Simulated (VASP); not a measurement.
# TiTe2 (Fm-3m) in VASP: a series of runs

The runs below take TiTe2 through single point, with PBE.

Everything below comes from runs of VASP 6.6.1. Logs are shortened: lines on timing, memory, paths and dates and some standing lists are left out, and cuts for length are marked.

### Step 1. The cell of the first run

The structure is cubic, space group Fm-3m (No. 225). The conventional cell has a = 6.840 Å, b = 6.840 Å, c = 6.840 Å, α = 90.00°, β = 90.00°, γ = 90.00°. Ti (site symmetry m-3m) has 8 Te at 2.96 Å within 3.9 Å. Within 3.9 Å of Te (site symmetry -43m) lie 4 Ti at 2.96 Å and 6 Te at 3.42 Å.

### Step 2. Single point, PBE (volume scaled by 0.980)

INCAR reads:

```
SYSTEM = TiTe2
ALGO = Normal
EDIFF = 1E-6
ENCUT = 520
GGA = PE
ISIF = 2
ISMEAR = 0
LASPH = .True.
LCHARG = .False.
LREAL = .False.
LWAVE = .False.
NBANDS = 19
NELM = 100
PREC = Accurate
SIGMA = 0.05
```

KPOINTS reads:

```
k-points
0
Gamma
  10 10 10
  0 0 0
```

POSCAR reads:

```
TiTe2
1.0
    0.0000000000      3.4197519922      3.4197519922
    3.4197519922      0.0000000000      3.4197519922
    3.4197519922      3.4197519922      0.0000000000
Ti Te
1 2
Direct
    0.0000000000      0.0000000000      0.0000000000
    0.2500000000      0.2500000000      0.2500000000
    0.7500000000      0.7500000000      0.7500000000
```

Potentials or basis: VASP PAW PBE potentials, release 64 (Ti_sv, Te).

Run with:

```sh
> cat potpaw_PBE.64/Ti_sv/POTCAR potpaw_PBE.64/Te/POTCAR > POTCAR
> mpirun -np 1 vasp_std > vasp.out
```

OUTCAR:

```text
SYSTEM = TiTe2
   EDIFF = 1E-6
   ENCUT = 520
   GGA = PE
   ISIF = 2
   ISMEAR = 0
   LASPH = .True.
   LREAL = .False.
   NELM = 100
   PREC = Accurate

 ion  position               nearest neighbor table
   1  0.000  0.000  0.000-   3 2.96   3 2.96   3 2.96   2 2.96   3 2.96   2 2.96   2 2.96   2 2.96

   2  0.250  0.250  0.250-   1 2.96   1 2.96   1 2.96   1 2.96   3 3.42   3 3.42   3 3.42   3 3.42
                             3 3.42   3 3.42
   3  0.750  0.750  0.750-   1 2.96   1 2.96   1 2.96   1 2.96   2 3.42   2 3.42   2 3.42   2 3.42
                             2 3.42   2 3.42

  LATTYP: Found a face centered cubic cell.
 ALAT       =     6.8395039844

  Lattice vectors:

 A1 = (   0.0000000000,   3.4197519922,   3.4197519922)
 A2 = (   3.4197519922,   0.0000000000,   3.4197519922)
 A3 = (   3.4197519922,   3.4197519922,   0.0000000000)

Analysis of symmetry for initial positions (statically):
=====================================================================
 Subroutine PRICEL returns:
 Original cell was already a primitive cell.

 Routine SETGRP: Setting up the symmetry group for a
 face centered cubic supercell.

 Subroutine GETGRP returns: Found 48 space group operations
 (whereof 48 operations were pure point group operations)
 out of a pool of 48 trial point group operations.

The static configuration has the point symmetry O_h .

Analysis of symmetry for dynamics (positions and initial velocities):
=====================================================================
 Subroutine PRICEL returns:
 Original cell was already a primitive cell.

 Routine SETGRP: Setting up the symmetry group for a
 face centered cubic supercell.

 Subroutine GETGRP returns: Found 48 space group operations
 (whereof 48 operations were pure point group operations)
 out of a pool of 48 trial point group operations.

The dynamic configuration has the point symmetry O_h .

 Subroutine INISYM returns: Found 48 space group operations
 (whereof 48 operations are pure point group operations),
 and found     1 'primitive' translations

----------------------------------------------------------------------------------------

                                     Primitive cell

  volume of cell :      79.9860

  direct lattice vectors                    reciprocal lattice vectors
     0.000000000  3.419751992  3.419751992    -0.146209433  0.146209433  0.146209433
     3.419751992  0.000000000  3.419751992     0.146209433 -0.146209433  0.146209433
     3.419751992  3.419751992  0.000000000     0.146209433  0.146209433 -0.146209433

  length of vectors
     4.836259647  4.836259647  4.836259647     0.253242167  0.253242167  0.253242167

  position of ions in fractional coordinates (direct lattice)
     0.000000000  0.000000000  0.000000000
     0.250000000  0.250000000  0.250000000
     0.750000000  0.750000000  0.750000000

  ion indices of the primitive-cell ions
   primitive index   ion index
                 1           1
                 2           2
                 3           3

----------------------------------------------------------------------------------------

 KPOINTS: k-points

Automatic generation of k-mesh.
 Grid dimensions read from file:
 generate k-points for:   10   10   10

 Generating k-lattice:

  Cartesian coordinates                     Fractional coordinates (reciprocal lattice)
    -0.014620943  0.014620943  0.014620943     0.100000000  0.000000000  0.000000000
     0.014620943 -0.014620943  0.014620943     0.000000000  0.100000000  0.000000000
     0.014620943  0.014620943 -0.014620943     0.000000000  0.000000000  0.100000000

  Length of vectors
     0.025324217  0.025324217  0.025324217

  Shift w.r.t. Gamma in fractional coordinates (k-lattice)
     0.000000000  0.000000000  0.000000000

 Subroutine IBZKPT returns following result:
 ===========================================

 Found     47 irreducible k-points:

 Following reciprocal coordinates:
            Coordinates               Weight
  0.000000  0.000000  0.000000      1.000000
  0.100000  0.000000  0.000000      8.000000
  0.200000  0.000000  0.000000      8.000000
  0.300000  0.000000  0.000000      8.000000
  0.400000  0.000000  0.000000      8.000000
  0.500000  0.000000  0.000000      4.000000
[... 16 lines left out ...]
  0.300000  0.300000  0.000000      6.000000
  0.400000  0.300000  0.000000     24.000000
 [... further k-points ...]
   k-points           NKPTS =     47   k-points in BZ     NKDIM =     47   number of bands    NBANDS=     19
   number of dos      NEDOS =    301   number of ions     NIONS =      3
   total plane-waves  NPLWV =  46656
   dimension x,y,z NGX =    36 NGY =   36 NGZ =   36
   dimension x,y,z NGXF=    72 NGYF=   72 NGZF=   72
   ions per type =               1   2
   NGX,Y,Z   is equivalent  to a cutoff of  12.37, 12.37, 12.37 a.u.
   NGXF,Y,Z  is equivalent  to a cutoff of  24.75, 24.75, 24.75 a.u.
 SYSTEM =  TiTe2
   PREC   = accura    normal or accurate (medium, high low for compatibility)
   ISTART =      0    job   : 0-new  1-cont  2-samecut
   ICHARG =      2    charge: 1-file 2-atom 10-const
   ISPIN  =      1    spin polarized calculation?
   LNONCOLLINEAR =      F non collinear calculations
   LSORBIT =      F    spin-orbit coupling
   LASPH  =      T    aspherical Exc in radial PAW
   ENCUT  =  520.0 eV  38.22 Ry    6.18 a.u.   8.99  8.99  8.99*2*pi/ulx,y,z
   NELM   =    100;   NELMIN=  2; NELMDL= -5     # of ELM steps
   EDIFF  = 0.1E-05   stopping-criterion for ELM
   LREAL  =      F    real-space projection
   EDIFFG = 0.1E-04   stopping-criterion for IOM
   NSW    =      0    number of steps for IOM
   IBRION =     -1    ionic relax: 0-MD 1-quasi-New 2-CG
   NFREE  =      0    steps in history (QN), initial steepest desc. (CG)
   ISIF   =      2    stress and relaxation
   ISYM   =      2    0-nonsym 1-usesym 2-fastsym
   POTIM  = 0.5000    time-step for ionic-motion
   TEBEG  =    0.0;   TEEND  =   0.0 temperature during run
   PSTRESS=    0.0 pullay stress
   NELECT =      24.0000    total number of electrons
   NUPDOWN=      -1.0000    fix difference up-down
   EMIN   =  10.00;   EMAX   =-10.00  energy-range for DOS
   EFERMI =   0.00;   METHOD = LEGACY
   ISMEAR =     0;   SIGMA  =   0.05  broadening in eV -4-tet -1-fermi 0-gaus
   EFERMI_NEDOS =   21; number of points for ismear=-14 and -15
   IALGO  =     38    algorithm
   IMIX   =      4    mixing-type and parameters
     AMIX     =   0.40;   BMIX     =  1.00
     AMIX_MAG =   1.60;   BMIX_MAG =  1.00
  volume/ion in A,a.u.               =      26.66       179.92
  Fermi-wavevector in a.u.,A,eV,Ry     =   1.095992  2.071124 16.343291  1.201198
  Thomas-Fermi vector in A             =   2.232326
   LORBIT       =      0    0 simple, 1 ext, 2 COOP (PROOUT), +10 PAW based schemes
   GGA     = PE    functional components
   LHFCALC =     F    Hartree Fock is set to
   AEXX    =    0.0000 exact exchange contribution
   IVDW    =     0    specifies the selected vdW correction
   LEPSILON=     F    determine dielectric tensor
   LRPA    =     F    only Hartree local field effects (RPA)
 non-spin polarized calculation
 Gauss-broadening in eV      SIGMA  =   0.05
  energy-cutoff  :      520.00
  volume of cell :       79.99
 maximum number of plane-waves:      2182
   NGX = 17   NGY = 17   NGZ = 17

 number of electron      23.9999999 magnetization

 Free energy of the ion-electron system (eV)
  ---------------------------------------------------
  ext. energy  EPLUGINS =         0.00000000
  ---------------------------------------------------
  free energy    TOTEN  =       -15.04057014 eV

  energy without entropy =      -15.03254863  energy(sigma->0) =      -15.03655939

 E-fermi :   7.5731     XC(G=0):  -9.8427

 val. band max:        7.5548284556   @ k =  -0.4000   0.4000   0.1000
 cond. band min:       7.5775256417   @ k =  -0.1000   0.1000   0.0000
 fundamental gap:      0.0226971861
 Fermi energy:         7.5731103252

 k-point     1 :       0.0000    0.0000    0.0000
  band No.  band energies     occupation
      1     -50.1911      2.00000
      2     -26.4468      2.00000
      3     -26.4468      2.00000
      4     -26.4468      2.00000
      5      -5.7229      2.00000
      6      -1.7936      2.00000
[... 11 lines left out ...]
     18      10.5169      0.00000
     19      10.5169      0.00000

 k-point     2 :       0.1000    0.0000    0.0000
  band No.  band energies     occupation
      1     -50.1911      2.00000
      2     -26.4473      2.00000
      3     -26.4469      2.00000
      4     -26.4469      2.00000
      5      -5.6480      2.00000
      6      -1.9537      2.00000
[... 11 lines left out ...]
     18      10.8492      0.00000
     19      10.8492      0.00000

 k-point     3 :       0.2000    0.0000    0.0000
  band No.  band energies     occupation
      1     -50.1911      2.00000
      2     -26.4484      2.00000
      3     -26.4471      2.00000
      4     -26.4471      2.00000
      5      -5.4280      2.00000
      6      -2.3648      2.00000
[... 11 lines left out ...]
     18      11.5092      0.00000
     19      11.5441      0.00000

 k-point     4 :       0.3000    0.0000    0.0000
  band No.  band energies     occupation
      1     -50.1910      2.00000
      2     -26.4498      2.00000
      3     -26.4473      2.00000
      4     -26.4473      2.00000
      5      -5.0774      2.00000
      6      -2.9057      2.00000
[... 11 lines left out ...]
     18      11.9685      0.00000
     19      12.4165      0.00000

 k-point     5 :       0.4000    0.0000    0.0000
  band No.  band energies     occupation
      1     -50.1910      2.00000
      2     -26.4509      2.00000
      3     -26.4474      2.00000
      4     -26.4474      2.00000
      5      -4.6209      2.00000
      6      -3.4898      2.00000
[... 11 lines left out ...]
     18      12.5863      0.00000
     19      13.3518      0.00000

 k-point     6 :       0.5000    0.0000    0.0000
  band No.  band energies     occupation
      1     -50.1910      2.00000
      2     -26.4513      2.00000
      3     -26.4475      2.00000
      4     -26.4475      2.00000
      5      -4.1608      2.00000
      6      -3.9937      2.00000
[... 11 lines left out ...]
     18      13.4067      0.00000
     19      13.5733      0.00000

 k-point     7 :       0.1000    0.1000    0.0000
  band No.  band energies     occupation
      1     -50.1911      2.00000
      2     -26.4473      2.00000
      3     -26.4470      2.00000
      4     -26.4470      2.00000
      5      -5.6235      2.00000
      6      -1.9956      2.00000
[... 11 lines left out ...]
     18      10.3750      0.00000
     19      11.2756      0.00000

 k-point     8 :       0.2000    0.1000    0.0000
  band No.  band energies     occupation
      1     -50.1911      2.00000
      2     -26.4481      2.00000
      3     -26.4472      2.00000
      4     -26.4471      2.00000
      5      -5.4538      2.00000
      6      -2.2957      2.00000
[... 256 lines left out ...]
 k-point    20 :      -0.4000    0.2000    0.0000
  band No.  band energies     occupation
      1     -50.1910      2.00000
      2     -26.4508      2.00000
      3     -26.4487      2.00000
      4     -26.4477      2.00000
      5      -4.1288      2.00000
      6      -3.8470      2.00000
[... 11 lines left out ...]
     18      12.2173      0.00000
     19      13.0400      0.00000

 k-point    21 :      -0.3000    0.2000    0.0000
  band No.  band energies     occupation
      1     -50.1910      2.00000
      2     -26.4503      2.00000
      3     -26.4486      2.00000
      4     -26.4475      2.00000
      5      -4.5824      2.00000
      6      -3.3927      2.00000
[... 11 lines left out ...]
     18      11.9531      0.00000
     19      12.8195      0.00000

 k-point    22 :      -0.2000    0.2000    0.0000
  band No.  band energies     occupation
      1     -50.1910      2.00000
      2     -26.4496      2.00000
      3     -26.4481      2.00000
      4     -26.4473      2.00000
      5      -4.9739      2.00000
      6      -2.9663      2.00000
[... 11 lines left out ...]
     18      11.6085      0.00000
     19      12.0621      0.00000

 k-point    23 :       0.3000    0.3000    0.0000
  band No.  band energies     occupation
      1     -50.1910      2.00000
      2     -26.4499      2.00000
      3     -26.4479      2.00000
      4     -26.4478      2.00000
      5      -4.9258      2.00000
      6      -2.8492      2.00000
[... 11 lines left out ...]
     18      10.3036      0.00000
     19      13.2291      0.00000

 k-point    24 :       0.4000    0.3000    0.0000
  band No.  band energies     occupation
      1     -50.1910      2.00000
      2     -26.4506      2.00000
      3     -26.4482      2.00000
      4     -26.4480      2.00000
      5      -4.6617      2.00000
      6      -3.0894      2.00000
[... 11 lines left out ...]
     18      10.5424      0.00000
     19      13.7543      0.00000

 [... further k-points ...]
[... 5 lines left out ...]
  --------------------------------------------------------------------------------------
  -------------------------------------------------------------------------------------
  Total        0.6448172      0.6448172      0.6448172      0.0000000      0.0000000      0.0000000
  in kB       12.9161593     12.9161593     12.9161593      0.0000000      0.0000000      0.0000000
  external PRESSURE =      12.9161593 kB  Pullay stress =       0.0000000 kB

 VOLUME and BASIS-vectors are now :
 -----------------------------------------------------------------------------
  energy-cutoff  :      520.00
  volume of cell :       79.99
      direct lattice vectors                 reciprocal lattice vectors
     0.000000000  3.419751992  3.419751992    -0.146209433  0.146209433  0.146209433
     3.419751992  0.000000000  3.419751992     0.146209433 -0.146209433  0.146209433
     3.419751992  3.419751992  0.000000000     0.146209433  0.146209433 -0.146209433

 POSITION                                       TOTAL-FORCE (eV/Angst)
 -----------------------------------------------------------------------------------
      0.00000      0.00000      0.00000        -0.000000      0.000000      0.000000
      1.70988      1.70988      1.70988         0.000000     -0.000000     -0.000000
      5.12963      5.12963      5.12963         0.000000     -0.000000      0.000000
 -----------------------------------------------------------------------------------
    total drift:                               -0.000000      0.000000      0.000000

  FREE ENERGIE OF THE ION-ELECTRON SYSTEM (eV)
  ---------------------------------------------------
  free  energy   TOTEN  =       -15.0405701435 eV

  energy  without entropy=      -15.0325486270  energy(sigma->0) =      -15.03655939
```

Wall time 3.9 min (1 thread of AMD EPYC 7R13, shared host); peak memory 0.21 GiB.

What came out:

* Free energy: -15.0406 eV
* Pressure: 1.3 GPa
* Band gap on the k mesh: zero (band 12 reaches 7.71 eV, above the bottom of band 13 at 7.41 eV)

Levels at points of the mesh, in eV from the Fermi level:
```tsv
k point	band 10	band 11	band 12	band 13	band 14	band 15
(0.00, 0.00, 0.00)	-0.24	-0.24	-0.24	-0.17	-0.17	2.17
(0.50, 0.00, 0.00)	-2.71	-2.71	-2.48	0.02	0.02	0.93
(0.50, 0.50, 0.00)	-1.18	-1.18	-0.48	0.25	0.94	1.84
```

Caveat: spin-orbit coupling is left out, which moves the levels of the heavy elements.

(Continued in part 2 of 3.)
